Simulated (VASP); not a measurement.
# Pb2O (Pn-3m) in VASP: further runs, part 2 of 3

VASP 6.6.1.

## (4) Relaxation of cell and atoms, PBEsol

This run uses another cell than the first one, of 25.95 Å³/atom.

Contents of INCAR:

```
SYSTEM = Pb2O
PREC = Accurate
ENCUT = 600
EDIFF = 1E-7
ISMEAR = -1
SIGMA = 0.15
LREAL = .False.
LASPH = .True.
NELM = 100
ALGO = Normal
ISIF = 3
LWAVE = .False.
LCHARG = .False.
GGA = PS
IBRION = 2
NSW = 100
EDIFFG = -0.05
```

Contents of KPOINTS:

```
Automatic mesh
0
Gamma
  4 4 4
  0 0 0
```

Contents of POSCAR:

```
Pb2O
1.0
    5.3800000000      0.0000000000      0.0000000000
    0.0000000000      5.3800000000      0.0000000000
    0.0000000000      0.0000000000      5.3800000000
Pb O
4 2
Direct
    0.2500000000      0.2500000000      0.2500000000
    0.7500000000      0.7500000000      0.2500000000
    0.2500000000      0.7500000000      0.7500000000
    0.7500000000      0.2500000000      0.7500000000
    0.0000000000      0.0000000000      0.0000000000
    0.5000000000      0.5000000000      0.5000000000
```

Potentials or basis: VASP PAW PBE potentials, release 64 (Pb_d, O).

Run with:

```console
$ cat potpaw_PBE.64/Pb_d/POTCAR potpaw_PBE.64/O/POTCAR > POTCAR
$ mpirun -np 1 vasp_std > vasp.out
```

OUTCAR:

```text
SYSTEM = Pb2O
   PREC = Accurate
   ENCUT = 600
   EDIFF = 1E-7
   ISMEAR = -1
   LREAL = .False.
   LASPH = .True.
   NELM = 100
   ISIF = 3
   GGA = PS
   IBRION = 2
   NSW = 100
   EDIFFG = -0.05

 ion  position               nearest neighbor table
   1  0.250  0.250  0.250-   5 2.33   6 2.33   4 3.80   2 3.80   3 3.80   3 3.80   4 3.80   2 3.80
                             3 3.80   3 3.80   2 3.80   4 3.80   4 3.80   2 3.80
   2  0.750  0.750  0.250-   5 2.33   6 2.33   4 3.80   1 3.80   3 3.80   3 3.80   4 3.80   1 3.80
                             4 3.80   4 3.80   1 3.80   3 3.80   3 3.80   1 3.80
   3  0.250  0.750  0.750-   5 2.33   6 2.33   4 3.80   1 3.80   2 3.80   1 3.80   2 3.80   1 3.80
                             4 3.80   1 3.80   2 3.80   4 3.80   2 3.80   4 3.80
   4  0.750  0.250  0.750-   5 2.33   6 2.33   3 3.80   1 3.80   2 3.80   1 3.80   2 3.80   2 3.80
                             3 3.80   2 3.80   1 3.80   3 3.80   1 3.80   3 3.80
   5  0.000  0.000  0.000-   1 2.33   2 2.33   3 2.33   4 2.33
   6  0.500  0.500  0.500-   1 2.33   2 2.33   3 2.33   4 2.33

  LATTYP: Found a simple cubic cell.
 ALAT       =     5.3800000000

  Lattice vectors:

 A1 = (   5.3800000000,   0.0000000000,   0.0000000000)
 A2 = (   0.0000000000,   5.3800000000,   0.0000000000)
 A3 = (   0.0000000000,   0.0000000000,   5.3800000000)

Analysis of symmetry for initial positions (statically):
=====================================================================
 Subroutine PRICEL returns:
 Original cell was already a primitive cell.

 Routine SETGRP: Setting up the symmetry group for a
 simple cubic supercell.

 Subroutine GETGRP returns: Found 48 space group operations
 (whereof 24 operations were pure point group operations)
 out of a pool of 48 trial point group operations.

The static configuration has the point symmetry T_d .
 The point group associated with its full space group is O_h .

Analysis of symmetry for dynamics (positions and initial velocities):
=====================================================================
[... 128 lines left out ...]
   LORBIT       =      0    0 simple, 1 ext, 2 COOP (PROOUT), +10 PAW based schemes
   GGA     = PS    functional components
   LHFCALC =     F    Hartree Fock is set to
   AEXX    =    0.0000 exact exchange contribution
   IVDW    =     0    specifies the selected vdW correction
   LEPSILON=     F    determine dielectric tensor
   LRPA    =     F    only Hartree local field effects (RPA)
 conjugate gradient relaxation of ions
 non-spin polarized calculation
  energy-cutoff  :      600.00
  volume of cell :      155.72
 maximum number of plane-waves:      5232
 NGX is ok and might be reduce to    48
   NGX = 21   NGY = 21   NGZ = 21

 number of electron      67.9999994 magnetization

 Free energy of the ion-electron system (eV)
  ---------------------------------------------------
  ext. energy  EPLUGINS =         0.00000000
  ---------------------------------------------------
  free energy    TOTEN  =       -28.76012993 eV

  energy without entropy =      -28.63154206  energy(sigma->0) =      -28.69583600

 E-fermi :   4.8634     XC(G=0):  -9.7235

 val. band max:        4.7065637323   @ k =   0.5000   0.5000   0.2500
 cond. band min:       5.4380130657   @ k =   0.5000   0.2500   0.2500
 fundamental gap:      0.7314493334
 Fermi energy:         4.8634050215

 k-point     1 :       0.0000    0.0000    0.0000
  band No.  band energies     occupation
      1     -13.6822      2.00000
      2     -12.5095      2.00000
      3     -11.5803      2.00000
      4     -11.5803      2.00000
      5     -11.5259      2.00000
      6     -11.5259      2.00000
[... 419 lines left out ...]
     39       9.5119      0.00000
     40       9.5119      0.00000

------------------------ aborting loop because EDIFF is reached ----------------------------------------

  FORCE on cell =-STRESS in cart. coord.  units (eV):
  Direction    XX          YY          ZZ          XY          YZ          ZX
  --------------------------------------------------------------------------------------
  -------------------------------------------------------------------------------------
  Total       -0.0365365     -0.0365365     -0.0365365      0.0000000      0.0000000     -0.0000000
  in kB       -0.3759159     -0.3759159     -0.3759159      0.0000000      0.0000000     -0.0000000
  external PRESSURE =      -0.3759159 kB  Pullay stress =       0.0000000 kB

 VOLUME and BASIS-vectors are now :
 -----------------------------------------------------------------------------
  energy-cutoff  :      600.00
  volume of cell :      155.72
      direct lattice vectors                 reciprocal lattice vectors
     5.380000000  0.000000000  0.000000000     0.185873606  0.000000000  0.000000000
     0.000000000  5.380000000  0.000000000     0.000000000  0.185873606  0.000000000
     0.000000000  0.000000000  5.380000000     0.000000000  0.000000000  0.185873606

 POSITION                                       TOTAL-FORCE (eV/Angst)
 -----------------------------------------------------------------------------------
      1.34500      1.34500      1.34500         0.000000      0.000000      0.000000
      4.03500      4.03500      1.34500        -0.000000      0.000000     -0.000000
      1.34500      4.03500      4.03500         0.000000     -0.000000     -0.000000
      4.03500      1.34500      4.03500         0.000000     -0.000000      0.000000
      0.00000      0.00000      0.00000         0.000000     -0.000000      0.000000
      2.69000      2.69000      2.69000         0.000000      0.000000      0.000000
 -----------------------------------------------------------------------------------
    total drift:                               -0.000000     -0.000000      0.000000

  FREE ENERGIE OF THE ION-ELECTRON SYSTEM (eV)
  ---------------------------------------------------
  free  energy   TOTEN  =       -28.7601299273 eV

  energy  without entropy=      -28.6315420640  energy(sigma->0) =      -28.69583600

 reached required accuracy - stopping structural energy minimisation
```

OSZICAR:

```text
N       E                     dE             d eps       ncg     rms          rms(c)
DAV:   1     0.889911787929E+03    0.88991E+03   -0.35727E+04   800   0.219E+03
DAV:   2     0.943113876322E+02   -0.79560E+03   -0.77914E+03   824   0.564E+02
DAV:   3    -0.264212030162E+02   -0.12073E+03   -0.11700E+03  1072   0.239E+02
DAV:   4    -0.339014382328E+02   -0.74802E+01   -0.74434E+01   992   0.621E+01
[... 10 lines left out ...]
DAV:  15    -0.287601305909E+02    0.51982E-06   -0.14526E-05  1032   0.271E-02    0.286E-03
DAV:  16    -0.287601303757E+02    0.21523E-06   -0.11705E-06   904   0.853E-03    0.327E-03
DAV:  17    -0.287601301456E+02    0.23007E-06   -0.17960E-07   696   0.308E-03    0.233E-03
DAV:  18    -0.287601299102E+02    0.23543E-06   -0.52367E-07   704   0.374E-03    0.605E-04
DAV:  19    -0.287601299273E+02   -0.17153E-07   -0.64728E-08   536   0.203E-03
   1 F= -.28760130E+02 E0= -.28695836E+02  d E =-.287601E+02
```

It took 3.8 min on 1 thread of Intel Xeon 8259CL, shared host; peak memory 0.31 GiB.

Results:

```yaml
Free_energy: -28.7601 eV
Pressure_after_relaxing: 0.0 GPa
Band_gap_on_the_k_mesh: zero (bands 34 and 35 overlap by 0.72 eV)
```

Final structure:
```
Pb O
1.0
     5.38000    0.00000    0.00000
     0.00000    5.38000    0.00000
     0.00000    0.00000    5.38000
Pb O
4 2
Direct
  0.25000 0.25000 0.25000
  0.75000 0.75000 0.25000
  0.25000 0.75000 0.75000
  0.75000 0.25000 0.75000
  0.00000 0.00000 0.00000
  0.50000 0.50000 0.50000
```

Levels at points of the mesh, in eV from the Fermi level:
```tsv
k point	band 32	band 33	band 34	band 35	band 36	band 37
(0.00, 0.00, 0.00)	-0.58	-0.58	-0.58	2.09	2.09	2.09
(0.50, 0.00, 0.00)	-1.00	-0.61	-0.61	1.02	1.02	1.92
(0.50, 0.50, 0.00)	-1.26	-0.16	-0.16	1.42	1.42	1.93
(0.50, 0.50, 0.50)	-0.89	-0.88	-0.88	-0.88	1.28	4.60
```

Caveat: the relaxation stopped at its first step, so nothing moved; semilocal functionals underestimate gaps, and a narrow one can read as zero; the PAW data sets were made with another functional, which shifts forces and pressure a little; spin-orbit coupling is left out, which moves the levels of the heavy elements.

[end of part 2 of 3]

The gap in the log of VASP goes by the Fermi energy; the results here count the filled bands.